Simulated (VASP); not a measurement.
# LuBe (Pm-3m) in VASP: settings compared

LuBe is run at these levels: LDA, PBEsol, RPBE, revPBE; tasks: single point.

All numbers are computed with VASP 6.6.1; they aren't measurements. Logs are shortened: lines on timing, memory, paths and dates and some standing lists are left out, and cuts for length are marked.

## (1) The cell of the first run

It takes space group Pm-3m (No. 221, cubic). Conventional cell: a = 3.320 Å, b = 3.320 Å, c = 3.320 Å, α = 90.00°, β = 90.00°, γ = 90.00°. Within 3.8 Å of Lu (site symmetry m-3m) lie 8 Be at 2.88 Å and 6 Lu at 3.32 Å. Within 3.8 Å of Be (site symmetry m-3m) lie 8 Lu at 2.88 Å and 6 Be at 3.32 Å.

## (2) Single point, LDA

File INCAR:

```
PREC     = Accurate       # precision mode
ENCUT    = 520            # plane-wave cutoff, eV
EDIFF    = 1E-6           # SCF threshold, eV
ISMEAR   = -1             # smearing method
SIGMA    = 0.05           # smearing width, eV
LREAL    = False          # projectors in reciprocal space
LASPH    = True           # aspherical terms in the spheres
NELM     = 80             # most SCF steps
ALGO     = Fast           # electronic algorithm
ISIF     = 2              # what is computed and relaxed
LWAVE    = False          # write WAVECAR
LCHARG   = False          # write CHGCAR
GGA      = CA             # functional
NBANDS   = 20             # bands
```

File KPOINTS:

```
Automatic mesh
0
Gamma
  8 8 8
```

File POSCAR:

```
LuBe
1.0
    3.3203700000      0.0000000000      0.0000000000
    0.0000000000      3.3203700000      0.0000000000
    0.0000000000      0.0000000000      3.3203700000
Lu Be
1 1
Direct
    0.0000000000      0.0000000000      0.0000000000
    0.5000000000      0.5000000000      0.5000000000
```

Potentials or basis: VASP PAW PBE potentials, release 64 (Lu, Be).

Started as:

```console
> cat potpaw_PBE.64/Lu/POTCAR potpaw_PBE.64/Be/POTCAR > POTCAR
> mpirun -np 1 vasp_std > vasp.out
```

OUTCAR:

```text
PREC = Accurate
   ENCUT = 520
   EDIFF = 1E-6
   ISMEAR = -1
   LREAL = False
   LASPH = True
   NELM = 80
   ISIF = 2
   GGA = CA

 ion  position               nearest neighbor table
   1  0.000  0.000  0.000-   2 2.88   2 2.88   2 2.88   2 2.88   2 2.88   2 2.88   2 2.88   2 2.88

   2  0.500  0.500  0.500-   1 2.88   1 2.88   1 2.88   1 2.88   1 2.88   1 2.88   1 2.88   1 2.88

  LATTYP: Found a simple cubic cell.
 ALAT       =     3.3203700000

  Lattice vectors:

 A1 = (   3.3203700000,   0.0000000000,   0.0000000000)
 A2 = (   0.0000000000,   3.3203700000,   0.0000000000)
 A3 = (   0.0000000000,   0.0000000000,   3.3203700000)

Analysis of symmetry for initial positions (statically):
=====================================================================
 Subroutine PRICEL returns:
 Original cell was already a primitive cell.

 Routine SETGRP: Setting up the symmetry group for a
 simple cubic supercell.

 Subroutine GETGRP returns: Found 48 space group operations
 (whereof 48 operations were pure point group operations)
 out of a pool of 48 trial point group operations.

The static configuration has the point symmetry O_h .

Analysis of symmetry for dynamics (positions and initial velocities):
=====================================================================
 Subroutine PRICEL returns:
 Original cell was already a primitive cell.

 Routine SETGRP: Setting up the symmetry group for a
 simple cubic supercell.

 Subroutine GETGRP returns: Found 48 space group operations
 (whereof 48 operations were pure point group operations)
 out of a pool of 48 trial point group operations.

The dynamic configuration has the point symmetry O_h .

 Subroutine INISYM returns: Found 48 space group operations
 (whereof 48 operations are pure point group operations),
 and found     1 'primitive' translations

----------------------------------------------------------------------------------------

                                     Primitive cell

  volume of cell :      36.6066

  direct lattice vectors                    reciprocal lattice vectors
     3.320370000  0.000000000  0.000000000     0.301171255  0.000000000  0.000000000
     0.000000000  3.320370000  0.000000000     0.000000000  0.301171255  0.000000000
     0.000000000  0.000000000  3.320370000     0.000000000  0.000000000  0.301171255

  length of vectors
     3.320370000  3.320370000  3.320370000     0.301171255  0.301171255  0.301171255

  position of ions in fractional coordinates (direct lattice)
     0.000000000  0.000000000  0.000000000
     0.500000000  0.500000000  0.500000000

  ion indices of the primitive-cell ions
   primitive index   ion index
                 1           1
                 2           2

----------------------------------------------------------------------------------------

 KPOINTS: Automatic mesh

Automatic generation of k-mesh.
 Grid dimensions read from file:
 generate k-points for:    8    8    8

 Generating k-lattice:

  Cartesian coordinates                     Fractional coordinates (reciprocal lattice)
     0.037646407  0.000000000  0.000000000     0.125000000  0.000000000  0.000000000
     0.000000000  0.037646407  0.000000000     0.000000000  0.125000000  0.000000000
     0.000000000  0.000000000  0.037646407     0.000000000  0.000000000  0.125000000

  Length of vectors
     0.037646407  0.037646407  0.037646407

  Shift w.r.t. Gamma in fractional coordinates (k-lattice)
     0.000000000  0.000000000  0.000000000

 Subroutine IBZKPT returns following result:
 ===========================================

 Found     35 irreducible k-points:

 Following reciprocal coordinates:
            Coordinates               Weight
  0.000000  0.000000  0.000000      1.000000
  0.125000  0.000000  0.000000      6.000000
  0.250000  0.000000  0.000000      6.000000
  0.375000  0.000000  0.000000      6.000000
  0.500000  0.000000  0.000000      3.000000
  0.125000  0.125000  0.000000     12.000000
[... 16 lines left out ...]
  0.375000  0.375000  0.125000     24.000000
  0.500000  0.375000  0.125000     24.000000
 [... further k-points ...]
   k-points           NKPTS =     35   k-points in BZ     NKDIM =     35   number of bands    NBANDS=     20
   number of dos      NEDOS =    301   number of ions     NIONS =      2
   total plane-waves  NPLWV =  21952
   dimension x,y,z NGX =    28 NGY =   28 NGZ =   28
   dimension x,y,z NGXF=    56 NGYF=   56 NGZF=   56
   ions per type =               1   1
   NGX,Y,Z   is equivalent  to a cutoff of  14.02, 14.02, 14.02 a.u.
   NGXF,Y,Z  is equivalent  to a cutoff of  28.04, 28.04, 28.04 a.u.
 SYSTEM =  unknown system
   PREC   = accura    normal or accurate (medium, high low for compatibility)
   ISTART =      0    job   : 0-new  1-cont  2-samecut
   ICHARG =      2    charge: 1-file 2-atom 10-const
   ISPIN  =      1    spin polarized calculation?
   LNONCOLLINEAR =      F non collinear calculations
   LSORBIT =      F    spin-orbit coupling
   LASPH  =      T    aspherical Exc in radial PAW
   ENCUT  =  520.0 eV  38.22 Ry    6.18 a.u.   6.17  6.17  6.17*2*pi/ulx,y,z
   NELM   =     80;   NELMIN=  2; NELMDL= -5     # of ELM steps
   EDIFF  = 0.1E-05   stopping-criterion for ELM
   LREAL  =      F    real-space projection
   EDIFFG = 0.1E-04   stopping-criterion for IOM
   NSW    =      0    number of steps for IOM
   IBRION =     -1    ionic relax: 0-MD 1-quasi-New 2-CG
   NFREE  =      0    steps in history (QN), initial steepest desc. (CG)
   ISIF   =      2    stress and relaxation
   ISYM   =      2    0-nonsym 1-usesym 2-fastsym
   POTIM  = 0.5000    time-step for ionic-motion
   TEBEG  =    0.0;   TEEND  =   0.0 temperature during run
   PSTRESS=    0.0 pullay stress
   NELECT =      27.0000    total number of electrons
   NUPDOWN=      -1.0000    fix difference up-down
   EMIN   =  10.00;   EMAX   =-10.00  energy-range for DOS
   EFERMI =   0.00;   METHOD = LEGACY
   ISMEAR =    -1;   SIGMA  =   0.05  broadening in eV -4-tet -1-fermi 0-gaus
   EFERMI_NEDOS =   21; number of points for ismear=-14 and -15
   IALGO  =     68    algorithm
   IMIX   =      4    mixing-type and parameters
     AMIX     =   0.40;   BMIX     =  1.00
     AMIX_MAG =   1.60;   BMIX_MAG =  1.00
  volume/ion in A,a.u.               =      18.30       123.52
  Fermi-wavevector in a.u.,A,eV,Ry     =   1.479141  2.795171 29.767621  2.187858
  Thomas-Fermi vector in A             =   2.593335
   LORBIT       =      0    0 simple, 1 ext, 2 COOP (PROOUT), +10 PAW based schemes
   GGA     = CA    functional components
   LHFCALC =     F    Hartree Fock is set to
   AEXX    =    0.0000 exact exchange contribution
   IVDW    =     0    specifies the selected vdW correction
   LEPSILON=     F    determine dielectric tensor
   LRPA    =     F    only Hartree local field effects (RPA)
 non-spin polarized calculation
 RMM-DIIS sequential band-by-band and
  energy-cutoff  :      520.00
  volume of cell :       36.61
 maximum number of plane-waves:      1021
 NGX is ok and might be reduce to    28
   NGX = 13   NGY = 13   NGZ = 13

 number of electron      26.9999988 magnetization

 Free energy of the ion-electron system (eV)
  ---------------------------------------------------
  ext. energy  EPLUGINS =         0.00000000
  ---------------------------------------------------
  free energy    TOTEN  =        -9.23251042 eV

  energy without entropy =       -9.21411536  energy(sigma->0) =       -9.22331289

 E-fermi :   2.6786     XC(G=0): -11.0357

 val. band max:        2.6376129016   @ k =   0.0000   0.0000   0.0000
 cond. band min:       2.6795179978   @ k =   0.5000   0.3750   0.0000
 fundamental gap:      0.0419050962
 Fermi energy:         2.6785576090

 k-point     1 :       0.0000    0.0000    0.0000
  band No.  band energies     occupation
      1     -52.8585      2.00000
      2     -23.5566      2.00000
      3     -23.5566      2.00000
      4     -23.5566      2.00000
      5      -4.3495      2.00000
      6      -1.9866      2.00000
[... 12 lines left out ...]
     19       8.4474      0.00000
     20       8.4474      0.00000

 k-point     2 :       0.1250    0.0000    0.0000
  band No.  band energies     occupation
      1     -52.8558      2.00000
      2     -23.6198      2.00000
      3     -23.5509      2.00000
      4     -23.5509      2.00000
      5      -4.0853      2.00000
      6      -1.9919      2.00000
[... 12 lines left out ...]
     19       9.3081      0.00000
     20       9.3081      0.00000

 k-point     3 :       0.2500    0.0000    0.0000
  band No.  band energies     occupation
      1     -52.8495      2.00000
      2     -23.7694      2.00000
      3     -23.5371      2.00000
      4     -23.5371      2.00000
      5      -3.3529      2.00000
      6      -2.0134      2.00000
[... 12 lines left out ...]
     19      10.6196      0.00000
     20      10.6206      0.00000

 k-point     4 :       0.3750    0.0000    0.0000
  band No.  band energies     occupation
      1     -52.8432      2.00000
      2     -23.9147      2.00000
      3     -23.5233      2.00000
      4     -23.5233      2.00000
      5      -2.3151      2.00000
      6      -2.0215      2.00000
[... 12 lines left out ...]
     19      11.9992      0.00000
     20      12.0333      0.00000

 k-point     5 :       0.5000    0.0000    0.0000
  band No.  band energies     occupation
      1     -52.8405      2.00000
      2     -23.9736      2.00000
      3     -23.5175      2.00000
      4     -23.5175      2.00000
      5      -2.0580      2.00000
      6      -2.0204      2.00000
[... 12 lines left out ...]
     19      11.5074      0.00000
     20      12.9629      0.00000
[... 353 lines left out ...]
      6      -2.0002      2.00000
[... 12 lines left out ...]
     19      10.3832      0.00000
     20      11.2892      0.00000

 k-point    22 :       0.5000    0.2500    0.1250
  band No.  band energies     occupation
      1     -52.8292      2.00000
      2     -23.9372      2.00000
      3     -23.7145      2.00000
      4     -23.5584      2.00000
      5      -2.0371      2.00000
      6      -2.0019      2.00000
[... 12 lines left out ...]
     19      10.0866      0.00000
     20      11.8147      0.00000

 k-point    23 :       0.3750    0.3750    0.1250
  band No.  band energies     occupation
      1     -52.8255      2.00000
      2     -23.8635      2.00000
      3     -23.8578      2.00000
      4     -23.5504      2.00000
      5      -2.0223      2.00000
      6      -2.0183      2.00000
[... 12 lines left out ...]
     19       9.8772      0.00000
     20      11.0289      0.00000

 k-point    24 :       0.5000    0.3750    0.1250
  band No.  band energies     occupation
      1     -52.8229      2.00000
      2     -23.9172      2.00000
      3     -23.8527      2.00000
      4     -23.5447      2.00000
      5      -2.0285      2.00000
      6      -2.0175      2.00000
[... 12 lines left out ...]
     19      10.1602      0.00000
     20      11.3142      0.00000

 [... further k-points ...]
[... 5 lines left out ...]
  --------------------------------------------------------------------------------------
  -------------------------------------------------------------------------------------
  Total       -1.1447173     -1.1447173     -1.1447173     -0.0000000     -0.0000000      0.0000000
  in kB      -50.1013435    -50.1013435    -50.1013435     -0.0000000     -0.0000000      0.0000000
  external PRESSURE =     -50.1013435 kB  Pullay stress =       0.0000000 kB

 VOLUME and BASIS-vectors are now :
 -----------------------------------------------------------------------------
  energy-cutoff  :      520.00
  volume of cell :       36.61
      direct lattice vectors                 reciprocal lattice vectors
     3.320370000  0.000000000  0.000000000     0.301171255  0.000000000  0.000000000
     0.000000000  3.320370000  0.000000000     0.000000000  0.301171255  0.000000000
     0.000000000  0.000000000  3.320370000     0.000000000  0.000000000  0.301171255

 POSITION                                       TOTAL-FORCE (eV/Angst)
 -----------------------------------------------------------------------------------
      0.00000      0.00000      0.00000         0.000000      0.000000      0.000000
      1.66019      1.66019      1.66019         0.000000      0.000000      0.000000
 -----------------------------------------------------------------------------------
    total drift:                               -0.000000     -0.000000     -0.000000

  FREE ENERGIE OF THE ION-ELECTRON SYSTEM (eV)
  ---------------------------------------------------
  free  energy   TOTEN  =        -9.2325104188 eV

  energy  without entropy=       -9.2141153574  energy(sigma->0) =       -9.22331289
```

Wall time 22 s (1 thread of Intel Xeon 6975P-C (Granite Rapids), shared host); peak memory 0.16 GiB.

What came out:

* Free energy: -9.2325 eV
* Pressure: -5.0 GPa

Caveat: the PAW data sets were made with another functional, which shifts forces and pressure a little; spin-orbit coupling is left out, which moves the levels of the heavy elements.

## (3) Single point, PBEsol

File INCAR:

```
PREC = Accurate
ENCUT = 520
EDIFF = 1E-6
ISMEAR = -1
SIGMA = 0.05
LREAL = False
LASPH = True
NELM = 80
ALGO = Normal
ISIF = 2
LWAVE = False
LCHARG = False
GGA = PS
NBANDS = 20
```

File KPOINTS:

```
regular mesh
0
Gamma
  8 8 8
```

POSCAR is that of step 2.

Potentials or basis: VASP PAW PBE potentials, release 64 (Lu, Be).

Started as:

```console
> cat potpaw_PBE.64/Lu/POTCAR potpaw_PBE.64/Be/POTCAR > POTCAR
> mpirun -np 1 vasp_std > vasp.out
```

Wall time 12 s (1 thread of Intel Xeon 6975P-C (Granite Rapids), shared host); peak memory 0.17 GiB.

The run converged. Its results:

| Quantity | Value |
| --- | --- |
| Free energy | -8.8468 eV |
| Pressure | -2.2 GPa |

Levels at points of the mesh, in eV from the Fermi level:
```csv
k point,band 10,band 11,band 12,band 13,band 14,band 15,band 16,band 17,band 18,band 19
"(0.00, 0.00, 0.00)",-4.58,-4.58,-4.54,0.00,0.00,4.48,4.48,4.48,5.87,5.87
"(0.50, 0.00, 0.00)",-4.53,-4.53,-4.13,-3.03,0.97,1.80,1.80,6.27,7.38,8.71
"(0.50, 0.50, 0.00)",-4.53,-4.52,-3.29,-0.25,-0.25,-0.19,3.66,3.66,6.32,7.81
"(0.50, 0.50, 0.50)",-4.54,-4.54,-2.10,-2.10,-2.10,1.97,5.96,5.96,5.96,8.01
```

Caveat: the PAW data sets were made with another functional, which shifts forces and pressure a little; spin-orbit coupling is left out, which moves the levels of the heavy elements.

## (4) Single point, RPBE

File INCAR:

```
SYSTEM = LuBe
  PREC = Accurate
  ENCUT = 520
  EDIFF = 1E-6
  ISMEAR = -1
  SIGMA = 0.05
  LREAL = .False.
  LASPH = .True.
  NELM = 100
  ALGO = Normal
  ISIF = 2
  LWAVE = .False.
  LCHARG = .False.
  GGA = RP
  NBANDS = 20
```

File KPOINTS:

```
regular mesh
0
Gamma
  8 8 8
  0 0 0
```

POSCAR is that of step 3.

Started as:

```console
> cat potpaw_PBE.64/Lu/POTCAR potpaw_PBE.64/Be/POTCAR > POTCAR
> mpirun -np 1 vasp_std > vasp.out
```

Wall time 11 s (1 thread of Intel Xeon 6975P-C (Granite Rapids), shared host); peak memory 0.18 GiB.

It converged, with:

| Item | Value |
| --- | --- |
| Free energy | -7.5892 eV |
| Pressure | 2.5 GPa |

Levels at points of the mesh, in eV from the Fermi level:
```
           k point  band 11  band 12  band 13  band 14  band 15  band 16  band 17  band 18
(0.00, 0.00, 0.00)    -4.62    -4.59     0.05     0.05     4.46     4.46     4.46     5.92
(0.50, 0.00, 0.00)    -4.57    -4.12    -3.13     1.05     1.83     1.83     6.33     7.44
(0.50, 0.50, 0.00)    -4.57    -3.34    -0.31    -0.31    -0.11     3.70     3.70     6.32
(0.50, 0.50, 0.50)    -4.59    -2.11    -2.11    -2.11     1.87     5.96     5.96     5.96
```

Caveat: the PAW data sets were made with another functional, which shifts forces and pressure a little; spin-orbit coupling is left out, which moves the levels of the heavy elements.

## (5) Single point, revPBE

File INCAR:

```
SYSTEM = LuBe
PREC = Accurate
ENCUT = 520
EDIFF = 1E-6
ISMEAR = -1
SIGMA = 0.05
LREAL = .False.
LASPH = .True.
NELM = 100
ALGO = Normal
ISIF = 2
LWAVE = .False.
LCHARG = .True.
GGA = RE
LELF = .True.
LVHAR = .True.
NBANDS = 20
```

File KPOINTS:

```
Automatic mesh
0
Gamma
  8 8 8
  0 0 0
```

POSCAR is that of step 4.

Started as:

```console
> cat potpaw_PBE.64/Lu/POTCAR potpaw_PBE.64/Be/POTCAR > POTCAR
> mpirun -np 1 vasp_std > vasp.out
```

Wall time 12 s (1 thread of Intel Xeon 6975P-C (Granite Rapids), shared host); peak memory 0.18 GiB.

Results (log left out):

```
Free energy : -7.6912 eV
Pressure    : 2.0 GPa
```

Levels at points of the mesh, in eV from the Fermi level:
| k point | band 10 | band 11 | band 12 | band 13 | band 14 | band 15 | band 16 | band 17 | band 18 | band 19 |
| --- | --- | --- | --- | --- | --- | --- | --- | --- | --- | --- |
| (0.00, 0.00, 0.00) | -4.62 | -4.62 | -4.59 | 0.04 | 0.04 | 4.46 | 4.46 | 4.46 | 5.91 | 5.91 |
| (0.50, 0.00, 0.00) | -4.57 | -4.57 | -4.12 | -3.12 | 1.04 | 1.82 | 1.82 | 6.32 | 7.43 | 8.62 |
| (0.50, 0.50, 0.00) | -4.58 | -4.57 | -3.34 | -0.30 | -0.30 | -0.12 | 3.69 | 3.69 | 6.32 | 7.85 |
| (0.50, 0.50, 0.50) | -4.59 | -4.59 | -2.11 | -2.11 | -2.11 | 1.88 | 5.97 | 5.97 | 5.97 | 8.04 |

Caveat: the PAW data sets were made with another functional, which shifts forces and pressure a little; spin-orbit coupling is left out, which moves the levels of the heavy elements.

## (6) Overview

| level | gap on the mesh (eV) | pressure (GPa) |
| --- | --- | --- |
| LDA | none | -5.0 |
| PBEsol | none | -2.2 |
| RPBE | none | 2.5 |
| revPBE | none | 2.0 |

Alike in all rows: task single point; potentials or basis VASP PAW PBE potentials, release 64 (Lu, Be); no spin polarisation; cell as given; k mesh 8 × 8 × 8; cutoff (eV) 520; smearing fermi-dirac 0.05 eV.

Every run on the cell as given and a fine mesh finds a metal. The pressure there spans -5.0 GPa (LDA) to 2.5 GPa (RPBE); a positive pressure means that this level wants a larger cell, a negative one a smaller.

Caveats: the PAW data sets were made with another functional, which shifts forces and pressure a little; spin-orbit coupling is left out, which moves the levels of the heavy elements.

Absolute energies hang on the potentials; compare differences alone.
